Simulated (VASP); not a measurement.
# Bi2Te2O (P6/mmm) in VASP: further runs

The runs below take Bi2Te2O through relaxation of cell and atoms, single point, with PBE.

Program: VASP 6.6.1. These are calculated values, not measurements. Logs are shortened: lines on timing, memory, paths and dates and some standing lists are left out, and cuts for length are marked.

## 1. The cell of the first run

The structure is hexagonal, space group P6/mmm (No. 191). The conventional cell has a = 6.042 Å, b = 6.042 Å, c = 5.442 Å, α = 90.00°, β = 90.00°, γ = 120.00°. Bi (site symmetry -6m2) has 2 Te at 2.72 Å and 3 Bi at 3.49 Å within 3.6 Å. Te (site symmetry -6m2) has 2 Bi at 2.72 Å and 3 Te at 3.49 Å and 3 O at 3.49 Å within 3.6 Å. O (site symmetry 6/mmm) has 6 Te at 3.49 Å and 12 Bi at 4.42 Å within 4.6 Å.

The cell was generated, and may not be a known phase.

## 2. Relaxation of cell and atoms, PBE

INCAR reads:

```
ALGO = Normal
EDIFF = 1E-6
EDIFFG = -0.04
ENCUT = 600
GGA = PE
IBRION = 2
ISIF = 3
ISMEAR = 0
LASPH = True
LCHARG = False
LREAL = False
LWAVE = False
NELM = 80
NSW = 90
PREC = Accurate
SIGMA = 0.1
```

KPOINTS reads:

```
k-points
0
Gamma
  3 3 4
```

POSCAR reads:

```
Bi2Te2O
1.0
    6.0417682100      0.0000000000      0.0000000000
   -3.0208841100      5.2323247600      0.0000000000
    0.0000000000      0.0000000000      5.4419903700
Bi Te O
2 2 1
Direct
    0.3333333300      0.6666666700      0.5000000000
    0.6666666700      0.3333333300      0.5000000000
    0.3333333300      0.6666666700      0.0000000000
    0.6666666700      0.3333333300      0.0000000000
    0.0000000000      0.0000000000      0.0000000000
```

Potentials or basis: VASP PAW PBE potentials, release 64 (Bi_d, Te, O).

Launch:

```bash
> cat potpaw_PBE.64/Bi_d/POTCAR potpaw_PBE.64/Te/POTCAR potpaw_PBE.64/O/POTCAR > POTCAR
> mpirun -np 1 vasp_std > vasp.out
```

OUTCAR:

```text
EDIFF = 1E-6
   EDIFFG = -0.04
   ENCUT = 600
   GGA = PE
   IBRION = 2
   ISIF = 3
   ISMEAR = 0
   LASPH = True
   LREAL = False
   NELM = 80
   NSW = 90
   PREC = Accurate

 ion  position               nearest neighbor table
   1  0.333  0.667  0.500-   3 2.72   3 2.72   2 3.49   2 3.49   2 3.49
   2  0.667  0.333  0.500-   4 2.72   4 2.72   1 3.49   1 3.49   1 3.49
   3  0.333  0.667  0.000-   1 2.72   1 2.72   4 3.49   4 3.49   4 3.49
   4  0.667  0.333  0.000-   2 2.72   2 2.72   3 3.49   3 3.49   3 3.49
   5  0.000  0.000  0.000-

  LATTYP: Found a hexagonal cell.
 ALAT       =     6.0417682100
 C/A-ratio  =     0.9007280950

  Lattice vectors:

 A1 = (   6.0417682100,   0.0000000000,   0.0000000000)
 A2 = (  -3.0208841100,   5.2323247600,   0.0000000000)
 A3 = (   0.0000000000,   0.0000000000,   5.4419903700)

Analysis of symmetry for initial positions (statically):
=====================================================================
 Subroutine PRICEL returns:
 Original cell was already a primitive cell.

 Routine SETGRP: Setting up the symmetry group for a
 hexagonal supercell.

 Subroutine GETGRP returns: Found 24 space group operations
 (whereof 24 operations were pure point group operations)
 out of a pool of 24 trial point group operations.

The static configuration has the point symmetry D_6h.

Analysis of symmetry for dynamics (positions and initial velocities):
=====================================================================
 Subroutine PRICEL returns:
 Original cell was already a primitive cell.

 Routine SETGRP: Setting up the symmetry group for a
 hexagonal supercell.

 Subroutine GETGRP returns: Found 24 space group operations
 (whereof 24 operations were pure point group operations)
 out of a pool of 24 trial point group operations.

The dynamic configuration has the point symmetry D_6h.

 Subroutine INISYM returns: Found 24 space group operations
 (whereof 24 operations are pure point group operations),
 and found     1 'primitive' translations

----------------------------------------------------------------------------------------

                                     Primitive cell

  volume of cell :     172.0349

  direct lattice vectors                    reciprocal lattice vectors
     6.041768210  0.000000000  0.000000000     0.165514460  0.095559818  0.000000000
    -3.020884110  5.232324760  0.000000000     0.000000000  0.191119635  0.000000000
     0.000000000  0.000000000  5.441990370     0.000000000  0.000000000  0.183756297

  length of vectors
     6.041768210  6.041768218  5.441990370     0.191119636  0.191119635  0.183756297

  position of ions in fractional coordinates (direct lattice)
     0.333333330  0.666666670  0.500000000
     0.666666670  0.333333330  0.500000000
     0.333333330  0.666666670  0.000000000
     0.666666670  0.333333330  0.000000000
     0.000000000  0.000000000  0.000000000

  ion indices of the primitive-cell ions
   primitive index   ion index
                 1           1
                 2           2
                 3           3
                 4           4
                 5           5

----------------------------------------------------------------------------------------

 KPOINTS: k-points

Automatic generation of k-mesh.
 Grid dimensions read from file:
 generate k-points for:    3    3    4

 Generating k-lattice:

  Cartesian coordinates                     Fractional coordinates (reciprocal lattice)
     0.055171487  0.031853273  0.000000000     0.333333333 -0.000000000  0.000000000
     0.000000000  0.063706545  0.000000000     0.000000000  0.333333333  0.000000000
     0.000000000  0.000000000  0.045939074     0.000000000  0.000000000  0.250000000

  Length of vectors
     0.063706545  0.063706545  0.045939074

  Shift w.r.t. Gamma in fractional coordinates (k-lattice)
     0.000000000  0.000000000  0.000000000

 Subroutine IBZKPT returns following result:
 ===========================================

 Found      9 irreducible k-points:

 Following reciprocal coordinates:
            Coordinates               Weight
  0.000000  0.000000  0.000000      1.000000
  0.333333  0.000000  0.000000      6.000000
  0.333333  0.333333  0.000000      2.000000
  0.000000  0.000000  0.250000      2.000000
  0.333333  0.000000  0.250000     12.000000
  0.333333  0.333333  0.250000      4.000000
  0.000000  0.000000  0.500000      1.000000
  0.333333  0.000000  0.500000      6.000000
  0.333333  0.333333  0.500000      2.000000
   k-points           NKPTS =      9   k-points in BZ     NKDIM =      9   number of bands    NBANDS=     28
   number of dos      NEDOS =    301   number of ions     NIONS =      5
   total plane-waves  NPLWV = 110592
   dimension x,y,z NGX =    48 NGY =   48 NGZ =   48
   dimension x,y,z NGXF=    96 NGYF=   96 NGZF=   96
   ions per type =               2   2   1
   NGX,Y,Z   is equivalent  to a cutoff of  13.21, 13.21, 14.66 a.u.
   NGXF,Y,Z  is equivalent  to a cutoff of  26.42, 26.42, 29.33 a.u.
 SYSTEM =  unknown system
   PREC   = accura    normal or accurate (medium, high low for compatibility)
   ISTART =      0    job   : 0-new  1-cont  2-samecut
   ICHARG =      2    charge: 1-file 2-atom 10-const
   ISPIN  =      1    spin polarized calculation?
   LNONCOLLINEAR =      F non collinear calculations
   LSORBIT =      F    spin-orbit coupling
   LASPH  =      T    aspherical Exc in radial PAW
   ENCUT  =  600.0 eV  44.10 Ry    6.64 a.u.  12.07 12.07 10.87*2*pi/ulx,y,z
   NELM   =     80;   NELMIN=  2; NELMDL= -5     # of ELM steps
   EDIFF  = 0.1E-05   stopping-criterion for ELM
   LREAL  =      F    real-space projection
   EDIFFG = -.4E-01   stopping-criterion for IOM
   NSW    =     90    number of steps for IOM
   IBRION =      2    ionic relax: 0-MD 1-quasi-New 2-CG
   NFREE  =      1    steps in history (QN), initial steepest desc. (CG)
   ISIF   =      3    stress and relaxation
   ISYM   =      2    0-nonsym 1-usesym 2-fastsym
   POTIM  = 0.5000    time-step for ionic-motion
   TEBEG  =    0.0;   TEEND  =   0.0 temperature during run
   PSTRESS=    0.0 pullay stress
   NELECT =      48.0000    total number of electrons
   NUPDOWN=      -1.0000    fix difference up-down
   EMIN   =  10.00;   EMAX   =-10.00  energy-range for DOS
   EFERMI =   0.00;   METHOD = LEGACY
   ISMEAR =     0;   SIGMA  =   0.10  broadening in eV -4-tet -1-fermi 0-gaus
   EFERMI_NEDOS =   21; number of points for ismear=-14 and -15
   IALGO  =     38    algorithm
   IMIX   =      4    mixing-type and parameters
     AMIX     =   0.40;   BMIX     =  1.00
     AMIX_MAG =   1.60;   BMIX_MAG =  1.00
  volume/ion in A,a.u.               =      34.41       232.19
  Fermi-wavevector in a.u.,A,eV,Ry     =   1.069752  2.021538 15.570087  1.144369
  Thomas-Fermi vector in A             =   2.205441
   LORBIT       =      0    0 simple, 1 ext, 2 COOP (PROOUT), +10 PAW based schemes
   GGA     = PE    functional components
   LHFCALC =     F    Hartree Fock is set to
   AEXX    =    0.0000 exact exchange contribution
   IVDW    =     0    specifies the selected vdW correction
   LEPSILON=     F    determine dielectric tensor
   LRPA    =     F    only Hartree local field effects (RPA)
 conjugate gradient relaxation of ions
 non-spin polarized calculation
 Gauss-broadening in eV      SIGMA  =   0.10
  energy-cutoff  :      600.00
  volume of cell :      172.03
 maximum number of plane-waves:      5754
   NGX = 25   NGY = 25   NGZ = 21

--------------------------------------- Ionic step        1  -------------------------------------------

 number of electron      48.0000000 magnetization

 Free energy of the ion-electron system (eV)
  ---------------------------------------------------
  ext. energy  EPLUGINS =         0.00000000
  ---------------------------------------------------
  free energy    TOTEN  =       -14.13533073 eV

  energy without entropy =      -14.09959139  energy(sigma->0) =      -14.11746106

------------------------ aborting loop because EDIFF is reached ----------------------------------------

  FORCE on cell =-STRESS in cart. coord.  units (eV):
  Direction    XX          YY          ZZ          XY          YZ          ZX
  --------------------------------------------------------------------------------------
  -------------------------------------------------------------------------------------
  Total       -6.6215885     -6.6215885     21.0022962      0.0000000      0.0000000      0.0000000
  in kB      -61.6674870    -61.6674871    195.5963927      0.0000001      0.0000000      0.0000000
  external PRESSURE =      24.0871396 kB  Pullay stress =       0.0000000 kB
[... 63 lines left out ...]
  energy  without entropy=      -16.4747088119  energy(sigma->0) =      -16.49807769

--------------------------------------- Ionic step        3  -------------------------------------------

 number of electron      48.0000004 magnetization

 E-fermi :   3.6639     XC(G=0):  -8.3597

 val. band max:        3.6413950905   @ k =   0.0000   0.0000   0.5000
 cond. band min:       3.6898154859   @ k =   0.3333   0.0000   0.0000
 fundamental gap:      0.0484203954
 Fermi energy:         3.6639132549

 k-point     1 :       0.0000    0.0000    0.0000
  band No.  band energies     occupation
      1     -19.5472      2.00000
      2     -19.5123      2.00000
      3     -19.5123      2.00000
      4     -19.5043      2.00000
      5     -19.5043      2.00000
      6     -19.4388      2.00000
[... 300 lines left out ...]
  FREE ENERGIE OF THE ION-ELECTRON SYSTEM (eV)
  ---------------------------------------------------
  free  energy   TOTEN  =       -16.6152768148 eV

  energy  without entropy=      -16.5745035283  energy(sigma->0) =      -16.59489017

[... ionic steps 4 to 7 ...]

--------------------------------------- Ionic step        8  -------------------------------------------

 number of electron      47.9999995 magnetization

------------------------ aborting loop because EDIFF is reached ----------------------------------------

  FORCE on cell =-STRESS in cart. coord.  units (eV):
  Direction    XX          YY          ZZ          XY          YZ          ZX
  --------------------------------------------------------------------------------------
  -------------------------------------------------------------------------------------
  Total       -0.3470631     -0.3470631     -0.1742870      0.0000000      0.0000000      0.0000000
  in kB       -3.6815672     -3.6815672     -1.8487970      0.0000000      0.0000000      0.0000000
  external PRESSURE =      -3.0706438 kB  Pullay stress =       0.0000000 kB
[... 63 lines left out ...]
  energy  without entropy=      -17.4494121314  energy(sigma->0) =      -17.45861712

--------------------------------------- Ionic step       10  -------------------------------------------

 number of electron      47.9999991 magnetization

 Free energy of the ion-electron system (eV)
  ---------------------------------------------------
  ext. energy  EPLUGINS =         0.00000000
  ---------------------------------------------------
  free energy    TOTEN  =       -17.46846925 eV

  energy without entropy =      -17.45005759  energy(sigma->0) =      -17.45926342

 E-fermi :   5.9157     XC(G=0):  -9.2112

 val. band max:        5.9027761248   @ k =   0.0000   0.0000   0.5000
 cond. band min:       5.9557037781   @ k =   0.3333   0.0000   0.2500
 fundamental gap:      0.0529276533
 Fermi energy:         5.9157064266

 k-point     1 :       0.0000    0.0000    0.0000
  band No.  band energies     occupation
      1     -17.8398      2.00000
      2     -17.8398      2.00000
      3     -17.8265      2.00000
      4     -17.7442      2.00000
      5     -17.7442      2.00000
      6     -17.6238      2.00000
[... 300 lines left out ...]
  FREE ENERGIE OF THE ION-ELECTRON SYSTEM (eV)
  ---------------------------------------------------
  free  energy   TOTEN  =       -17.4684692533 eV

  energy  without entropy=      -17.4500575943  energy(sigma->0) =      -17.45926342

 reached required accuracy - stopping structural energy minimisation
```

Run time: 14 min. Hardware: 1 thread of Intel Xeon 8259CL, shared host; peak memory 0.37 GiB.

Results:

- Free energy: -17.4685 eV
- Relaxed volume: 29.94 Å³/atom
- Relaxed cell: a = 5.104 Å, b = 5.104 Å, c = 6.634 Å, α = 90.00°, β = 90.00°, γ = 120.00°
- Space group after relaxing (to 0.1 Å): P6/mmm (No. 191)
- Energy gained by relaxing: 666.6 meV/atom
- Ionic steps: 10
- Pressure after relaxing: 0.2 GPa
- Band gap on the k mesh: zero (bands 24 and 25 overlap by 0.66 eV)

Step by step:
| step | energy change (eV) | largest force (eV/Å) | pressure (GPa) | volume (Å³) |
| --- | --- | --- | --- | --- |
| 1 | 0.0000 | 0.0000 | 2.41 | 172.03 |
| 2 | -2.3861 | 0.0000 | -5.67 | 181.30 |
| 3 | -2.4799 | 0.0000 | -6.15 | 182.14 |
| 4 | -3.2892 | 0.0000 | 0.94 | 149.33 |
| 5 | -3.3155 | 0.0000 | -0.85 | 153.56 |
| 6 | -3.3162 | 0.0000 | -0.64 | 153.01 |
| 7 | -3.3317 | 0.0000 | -0.39 | 151.43 |
| 8 | -3.3325 | 0.0000 | -0.31 | 151.04 |
| 9 | -3.3325 | 0.0000 | -0.30 | 150.97 |
| 10 | -3.3331 | 0.0000 | 0.17 | 149.68 |

Final structure:
```yaml
crystal:
  lattice:
    - [5.10426, 0.00000, 0.00000]
    - [-2.55213, 4.42042, 0.00000]
    - [0.00000, 0.00000, 6.63409]
  atoms:
    - { symbol: Bi, position: [0.33333, 0.66667, 0.50000] }
    - { symbol: Bi, position: [0.66667, 0.33333, 0.50000] }
    - { symbol: Te, position: [0.33333, 0.66667, 0.00000] }
    - { symbol: Te, position: [0.66667, 0.33333, 0.00000] }
    - { symbol: O, position: [0.00000, 0.00000, 0.00000] }
```

Caveat: the k points lie up to 0.47 Å⁻¹ apart in the final cell, too coarse for converged energies and pressures of a metal; a cell axis changed by over 15 % at a fixed basis, so the end point is rough; spin-orbit coupling is left out, which moves the levels of the heavy elements.

## 3. Relaxation of cell and atoms, PBE

This run uses another cell than the first one, of 29.95 Å³/atom.

INCAR reads:

```
SYSTEM = Bi2Te2O
  PREC = Accurate
  ENCUT = 600
  EDIFF = 1E-7
  ISMEAR = 0
  SIGMA = 0.1
  LREAL = .False.
  LASPH = .True.
  NELM = 60
  ALGO = Normal
  ISIF = 3
  LWAVE = .False.
  LCHARG = .False.
  GGA = PE
  IBRION = 2
  NSW = 90
  EDIFFG = -0.04
```

KPOINTS reads:

```
Automatic mesh
0
Gamma
  6 6 4
  0 0 0
```

POSCAR reads:

```
Bi2Te2O
1.0
    5.1518952688      0.0000000000      0.0000000000
   -2.5759476344      4.4616721805      0.0000000000
    0.0000000000      0.0000000000      6.5158794292
Bi Te O
2 2 1
Direct
    0.3333333333      0.6666666667      0.5000000000
    0.6666666667      0.3333333333      0.5000000000
    0.3333333333      0.6666666667      0.0000000000
    0.6666666667      0.3333333333      0.0000000000
    0.0000000000      0.0000000000      0.0000000000
```

Potentials or basis: VASP PAW PBE potentials, release 64 (Bi_d, Te, O).

Launch:

```bash
> cat potpaw_PBE.64/Bi_d/POTCAR potpaw_PBE.64/Te/POTCAR potpaw_PBE.64/O/POTCAR > POTCAR
> mpirun -np 1 vasp_std > vasp.out
```

Wall time 13 min (1 thread of Intel Xeon 8259CL, shared host); peak memory 0.38 GiB.

The run converged. Its results:

```yaml
Free_energy: -17.5570 eV
Relaxed_volume: 30.24 Å³/atom
Relaxed_cell: a = 5.197 Å, b = 5.197 Å, c = 6.463 Å, α = 90.00°, β = 90.00°, γ = 120.00°
Space_group_after_relaxing_to_0.1_Å: P6/mmm (No. 191)
Energy_gained_by_relaxing: 2.8 meV/atom
Ionic_steps: 4
Pressure_after_relaxing: 0.0 GPa
Band_gap_on_the_k_mesh: zero (bands 24 and 25 overlap by 0.89 eV)
```

The path:
| step | energy change (eV) | largest force (eV/Å) | pressure (GPa) | volume (Å³) |
| --- | --- | --- | --- | --- |
| 1 | 0.0000 | 0.0000 | 0.64 | 149.77 |
| 2 | -0.0125 | 0.0000 | -0.39 | 152.37 |
| 3 | -0.0139 | 0.0000 | -0.15 | 151.74 |
| 4 | -0.0142 | 0.0000 | 0.01 | 151.19 |

Final structure:
```
Bi Te O
1.0
     5.19742    0.00000    0.00000
    -2.59871    4.50110    0.00000
     0.00000    0.00000    6.46267
Bi Te O
2 2 1
Direct
  0.33333 0.66667 0.50000
  0.66667 0.33333 0.50000
  0.33333 0.66667 0.00000
  0.66667 0.33333 0.00000
  0.00000 0.00000 0.00000
```

Levels at points of the mesh, in eV from the Fermi level:
```tsv
k point	band 22	band 23	band 24	band 25	band 26	band 27
(0.00, 0.00, 0.00)	-2.25	-2.25	-0.53	1.26	1.26	1.88
(0.50, 0.00, 0.00)	-1.08	-0.79	-0.39	0.96	1.79	2.78
(0.00, 0.00, 0.50)	-2.58	-2.18	-0.40	0.04	1.31	1.31
(0.50, 0.00, 0.50)	-1.42	-0.93	-0.42	-0.29	0.02	1.14
```

Caveat: spin-orbit coupling is left out, which moves the levels of the heavy elements.

[end of part 1 of 2]

The gap in the log of VASP goes by the Fermi energy; the results here count the filled bands.